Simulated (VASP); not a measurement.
# W in VASP: single point with PBEsol

Aim: the single point of W with PBEsol.

Program: VASP 6.6.1. These are calculated values, not measurements. Logs are shortened: lines on timing, memory, paths and dates and some standing lists are left out, and cuts for length are marked.

**1. The cell of the first run**

The cell holds a slab with vacuum, 5 atoms: a = 3.154 Å, b = 3.154 Å, c = 22.308 Å, α = 90.00°, β = 90.00°, γ = 90.00°.

**2. Single point, PBEsol**

Input file INCAR:

```
ALGO = Normal
EDIFF = 1E-6
ENCUT = 520
GGA = PS
ISIF = 2
ISMEAR = -1
LASPH = True
LCHARG = True
LELF = True
LREAL = False
LVHAR = True
LWAVE = False
NBANDS = 43
NELM = 80
PREC = Accurate
SIGMA = 0.08
```

Input file KPOINTS:

```
k-points
0
Gamma
  12 12 1
```

Input file POSCAR:

```
W
1.0
    3.1537715175      0.0000000000      0.0000000000
    0.0000000000      3.1537715175      0.0000000000
    0.0000000000      0.0000000000     22.3075000000
W
5
Direct
    0.0000000000      0.0000000000      0.3650532789
    0.5000000000      0.5000000000      0.4282835857
    0.0000000000      0.0000000000      0.4999999992
    0.5000000000      0.5000000000      0.5717164151
    0.0000000000      0.0000000000      0.6349467211
```

Potentials or basis: VASP PAW PBE potentials, release 64 (W_sv).

Command:

```
> cat potpaw_PBE.64/W_sv/POTCAR > POTCAR
> mpirun -np 1 vasp_std > vasp.out
```

OUTCAR:

```text
EDIFF = 1E-6
   ENCUT = 520
   GGA = PS
   ISIF = 2
   ISMEAR = -1
   LASPH = True
   LREAL = False
   NELM = 80
   PREC = Accurate

 ion  position               nearest neighbor table
   1  0.000  0.000  0.365-   2 2.64   2 2.64   2 2.64   2 2.64   3 3.01
   2  0.500  0.500  0.428-   1 2.64   1 2.64   1 2.64   1 2.64   3 2.74   3 2.74   3 2.74   3 2.74
                             4 3.20
   3  0.000  0.000  0.500-   2 2.74   2 2.74   2 2.74   2 2.74   4 2.74   4 2.74   4 2.74   4 2.74
                             1 3.01   5 3.01
   4  0.500  0.500  0.572-   5 2.64   5 2.64   5 2.64   5 2.64   3 2.74   3 2.74   3 2.74   3 2.74
                             2 3.20
   5  0.000  0.000  0.635-   4 2.64   4 2.64   4 2.64   4 2.64   3 3.01

  LATTYP: Found a simple tetragonal cell.
 ALAT       =     3.1537715175
 C/A-ratio  =     7.0732771465

  Lattice vectors:

 A1 = (   3.1537715175,   0.0000000000,   0.0000000000)
 A2 = (   0.0000000000,   3.1537715175,   0.0000000000)
 A3 = (   0.0000000000,   0.0000000000,  22.3075000000)

Analysis of symmetry for initial positions (statically):
=====================================================================
 Subroutine PRICEL returns:
 Original cell was already a primitive cell.

 Routine SETGRP: Setting up the symmetry group for a
 simple tetragonal supercell.

 Subroutine GETGRP returns: Found 16 space group operations
 (whereof 16 operations were pure point group operations)
 out of a pool of 16 trial point group operations.

The static configuration has the point symmetry D_4h.

Analysis of symmetry for dynamics (positions and initial velocities):
=====================================================================
 Subroutine PRICEL returns:
 Original cell was already a primitive cell.

 Routine SETGRP: Setting up the symmetry group for a
 simple tetragonal supercell.

 Subroutine GETGRP returns: Found 16 space group operations
 (whereof 16 operations were pure point group operations)
 out of a pool of 16 trial point group operations.

The dynamic configuration has the point symmetry D_4h.

 Subroutine INISYM returns: Found 16 space group operations
 (whereof 16 operations are pure point group operations),
 and found     1 'primitive' translations

----------------------------------------------------------------------------------------

                                     Primitive cell

  volume of cell :     221.8765

  direct lattice vectors                    reciprocal lattice vectors
     3.153771518  0.000000000  0.000000000     0.317080675  0.000000000  0.000000000
     0.000000000  3.153771518  0.000000000     0.000000000  0.317080675  0.000000000
     0.000000000  0.000000000 22.307500000     0.000000000  0.000000000  0.044827973

  length of vectors
     3.153771518  3.153771518 22.307500000     0.317080675  0.317080675  0.044827973

  position of ions in fractional coordinates (direct lattice)
     0.000000000  0.000000000  0.365053279
     0.500000000  0.500000000  0.428283586
     0.000000000  0.000000000  0.499999999
     0.500000000  0.500000000  0.571716415
     0.000000000  0.000000000  0.634946721

  ion indices of the primitive-cell ions
   primitive index   ion index
                 1           1
                 2           2
                 3           3
                 4           4
                 5           5

----------------------------------------------------------------------------------------

 KPOINTS: k-points

Automatic generation of k-mesh.
 Grid dimensions read from file:
 generate k-points for:   12   12    1

 Generating k-lattice:

  Cartesian coordinates                     Fractional coordinates (reciprocal lattice)
     0.026423390  0.000000000  0.000000000     0.083333333  0.000000000  0.000000000
     0.000000000  0.026423390  0.000000000     0.000000000  0.083333333  0.000000000
     0.000000000  0.000000000  0.044827973     0.000000000  0.000000000  1.000000000

  Length of vectors
     0.026423390  0.026423390  0.044827973

  Shift w.r.t. Gamma in fractional coordinates (k-lattice)
     0.000000000  0.000000000  0.000000000

 Subroutine IBZKPT returns following result:
 ===========================================

 Found     28 irreducible k-points:

 Following reciprocal coordinates:
            Coordinates               Weight
  0.000000  0.000000  0.000000      1.000000
  0.083333  0.000000  0.000000      4.000000
  0.166667  0.000000  0.000000      4.000000
  0.250000  0.000000  0.000000      4.000000
  0.333333  0.000000  0.000000      4.000000
  0.416667  0.000000  0.000000      4.000000
[... 16 lines left out ...]
  0.333333  0.333333  0.000000      4.000000
  0.416667  0.333333  0.000000      8.000000
 [... further k-points ...]
   k-points           NKPTS =     28   k-points in BZ     NKDIM =     28   number of bands    NBANDS=     43
   number of dos      NEDOS =    301   number of ions     NIONS =      5
   total plane-waves  NPLWV =  96768
   dimension x,y,z NGX =    24 NGY =   24 NGZ =  168
   dimension x,y,z NGXF=    48 NGYF=   48 NGZF=  336
   ions per type =               5
   NGX,Y,Z   is equivalent  to a cutoff of  12.65, 12.65, 12.52 a.u.
   NGXF,Y,Z  is equivalent  to a cutoff of  25.30, 25.30, 25.04 a.u.
 SYSTEM =  unknown system
   PREC   = accura    normal or accurate (medium, high low for compatibility)
   ISTART =      0    job   : 0-new  1-cont  2-samecut
   ICHARG =      2    charge: 1-file 2-atom 10-const
   ISPIN  =      1    spin polarized calculation?
   LNONCOLLINEAR =      F non collinear calculations
   LSORBIT =      F    spin-orbit coupling
   LASPH  =      T    aspherical Exc in radial PAW
   ENCUT  =  520.0 eV  38.22 Ry    6.18 a.u.   5.86  5.86 41.48*2*pi/ulx,y,z
   NELM   =     80;   NELMIN=  2; NELMDL= -5     # of ELM steps
   EDIFF  = 0.1E-05   stopping-criterion for ELM
   LREAL  =      F    real-space projection
   EDIFFG = 0.1E-04   stopping-criterion for IOM
   NSW    =      0    number of steps for IOM
   IBRION =     -1    ionic relax: 0-MD 1-quasi-New 2-CG
   NFREE  =      0    steps in history (QN), initial steepest desc. (CG)
   ISIF   =      2    stress and relaxation
   ISYM   =      2    0-nonsym 1-usesym 2-fastsym
   POTIM  = 0.5000    time-step for ionic-motion
   TEBEG  =    0.0;   TEEND  =   0.0 temperature during run
   PSTRESS=    0.0 pullay stress
   NELECT =      70.0000    total number of electrons
   NUPDOWN=      -1.0000    fix difference up-down
   EMIN   =  10.00;   EMAX   =-10.00  energy-range for DOS
   EFERMI =   0.00;   METHOD = LEGACY
   ISMEAR =    -1;   SIGMA  =   0.08  broadening in eV -4-tet -1-fermi 0-gaus
   EFERMI_NEDOS =   21; number of points for ismear=-14 and -15
   IALGO  =     38    algorithm
   IMIX   =      4    mixing-type and parameters
     AMIX     =   0.40;   BMIX     =  1.00
     AMIX_MAG =   1.60;   BMIX_MAG =  1.00
  volume/ion in A,a.u.               =      44.38       299.46
  Fermi-wavevector in a.u.,A,eV,Ry     =   1.114475  2.106053 16.899183  1.242055
  Thomas-Fermi vector in A             =   2.251070
   LORBIT       =      0    0 simple, 1 ext, 2 COOP (PROOUT), +10 PAW based schemes
   GGA     = PS    functional components
   LHFCALC =     F    Hartree Fock is set to
   AEXX    =    0.0000 exact exchange contribution
   IVDW    =     0    specifies the selected vdW correction
   LEPSILON=     F    determine dielectric tensor
   LRPA    =     F    only Hartree local field effects (RPA)
 non-spin polarized calculation
  energy-cutoff  :      520.00
  volume of cell :      221.88
 maximum number of plane-waves:      6040
 NGX is ok and might be reduce to    24
   NGX = 11   NGY = 11   NGZ = 83

 number of electron      70.0000002 magnetization

 Free energy of the ion-electron system (eV)
  ---------------------------------------------------
  ext. energy  EPLUGINS =         0.00000000
  ---------------------------------------------------
  free energy    TOTEN  =       -63.59832428 eV

  energy without entropy =      -63.46559000  energy(sigma->0) =      -63.53195714

 E-fermi :   1.3521     XC(G=0):  -5.9033

 val. band max:        1.3449340466   @ k =   0.4167   0.2500   0.0000
 cond. band min:       1.3591265072   @ k =   0.4167   0.0000   0.0000
 fundamental gap:      0.0141924606
 Fermi energy:         1.3521189947

 k-point     1 :       0.0000    0.0000    0.0000
  band No.  band energies     occupation
      1     -72.7558      2.00000
      2     -72.5461      2.00000
      3     -72.5343      2.00000
      4     -72.3488      2.00000
      5     -72.3406      2.00000
      6     -37.1978      2.00000
[... 35 lines left out ...]
     42       3.0176      0.00000
     43       3.2182      0.00000

 k-point     2 :       0.0833    0.0000    0.0000
  band No.  band energies     occupation
      1     -72.7536      2.00000
      2     -72.5425      2.00000
      3     -72.5317      2.00000
      4     -72.3512      2.00000
      5     -72.3436      2.00000
      6     -37.2327      2.00000
[... 35 lines left out ...]
     42       3.4301      0.00000
     43       3.8810      0.00000

 k-point     3 :       0.1667    0.0000    0.0000
  band No.  band energies     occupation
      1     -72.7477      2.00000
      2     -72.5322      2.00000
      3     -72.5240      2.00000
      4     -72.3582      2.00000
      5     -72.3524      2.00000
      6     -37.3197      2.00000
[... 35 lines left out ...]
     42       3.4691      0.00000
     43       3.8466      0.00000

 k-point     4 :       0.2500    0.0000    0.0000
  band No.  band energies     occupation
      1     -72.7395      2.00000
      2     -72.5164      2.00000
      3     -72.5117      2.00000
      4     -72.3694      2.00000
      5     -72.3661      2.00000
      6     -37.4182      2.00000
[... 863 lines left out ...]
     42       3.8252      0.00000
     43       4.4728      0.00000

 k-point    23 :       0.3333    0.3333    0.0000
  band No.  band energies     occupation
      1     -72.7201      2.00000
      2     -72.4739      2.00000
      3     -72.4736      2.00000
      4     -72.3957      2.00000
      5     -72.3931      2.00000
      6     -37.4392      2.00000
[... 35 lines left out ...]
     42       4.1039      0.00000
     43       4.3904      0.00000

 k-point    24 :       0.4167    0.3333    0.0000
  band No.  band energies     occupation
      1     -72.7173      2.00000
      2     -72.4670      2.00000
      3     -72.4668      2.00000
      4     -72.4001      2.00000
      5     -72.3966      2.00000
      6     -37.4665      2.00000
[... 35 lines left out ...]
     42       4.2561      0.00000
     43       4.4008      0.00000

 [... further k-points ...]

------------------------ aborting loop because EDIFF is reached ----------------------------------------

  FORCE on cell =-STRESS in cart. coord.  units (eV):
  Direction    XX          YY          ZZ          XY          YZ          ZX
  --------------------------------------------------------------------------------------
  -------------------------------------------------------------------------------------
  Total       -3.8796880     -3.8796880      0.2236875      0.0000000     -0.0000000      0.0000000
  in kB      -28.0153483    -28.0153483      1.6152544      0.0000000     -0.0000000      0.0000000
  external PRESSURE =     -18.1384807 kB  Pullay stress =       0.0000000 kB

 VOLUME and BASIS-vectors are now :
 -----------------------------------------------------------------------------
  energy-cutoff  :      520.00
  volume of cell :      221.88
      direct lattice vectors                 reciprocal lattice vectors
     3.153771518  0.000000000  0.000000000     0.317080675  0.000000000  0.000000000
     0.000000000  3.153771518  0.000000000     0.000000000  0.317080675  0.000000000
     0.000000000  0.000000000 22.307500000     0.000000000  0.000000000  0.044827973

 POSITION                                       TOTAL-FORCE (eV/Angst)
 -----------------------------------------------------------------------------------
      0.00000      0.00000      8.14343         0.000000      0.000000     -0.050781
      1.57689      1.57689      9.55394        -0.000000      0.000000      0.008187
      0.00000      0.00000     11.15375        -0.000000      0.000000      0.000000
      1.57689      1.57689     12.75356        -0.000000      0.000000     -0.008187
      0.00000      0.00000     14.16407        -0.000000      0.000000      0.050781
 -----------------------------------------------------------------------------------
    total drift:                                0.000000      0.000000     -0.000002

  FREE ENERGIE OF THE ION-ELECTRON SYSTEM (eV)
  ---------------------------------------------------
  free  energy   TOTEN  =       -63.5983242761 eV

  energy  without entropy=      -63.4655900007  energy(sigma->0) =      -63.53195714
```

Run time: 12 min. Hardware: 1 thread of Intel Xeon 8259CL, shared host; peak memory 0.39 GiB.

What came out:

| Property | Result |
| --- | --- |
| Free energy | -63.5983 eV |
| Largest force | 0.051 eV/Å |
| Band gap on the k mesh | zero (bands 35 and 36 overlap by 1.97 eV) |

Forces in eV/Å, atoms in the order of the input:
```
W    0.000  0.000 -0.051
W    0.000  0.000  0.008
W    0.000  0.000  0.000
W    0.000  0.000 -0.008
W    0.000  0.000  0.051
```

Caveat: there is no dipole correction, which matters where the two faces differ; the PAW data sets were made with another functional, which shifts forces and pressure a little; spin-orbit coupling is left out, which moves the levels of the heavy elements.
